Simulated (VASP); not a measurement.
Crystal: NbRu3C.

```
Ru Nb C
1.0
     4.06514    0.00000    0.00000
     0.00000    4.06514    0.00000
     0.00000    0.00000    4.06514
Ru Nb C
3 1 1
Cartesian
  2.0326 2.0326 0.0000
  2.0326 0.0000 2.0326
  0.0000 2.0326 2.0326
  0.0000 0.0000 0.0000
  2.0326 2.0326 2.0326
```

Base run:

* Program: VASP 6.6.1
* Functional: PBE
* Potentials or basis: VASP PAW PBE potentials, release 64 (Ru_pv, Nb_sv, C)
* Cutoff: 520 eV
* k mesh: 7 × 7 × 7
* Occupations: fermi-dirac, width 0.05 eV
* Spin: no spin polarisation

Its results: pressure -3.5 GPa.

The run is repeated on the same cell with these changes: functional from PBE to PBEsol. What comes out?

Pressure -11.9 GPa.

PBEsol binds more tightly than PBE, so the same cell stands under less pressure.

Caveats: the PAW data sets were made with another functional, which shifts forces and pressure a little (some runs).
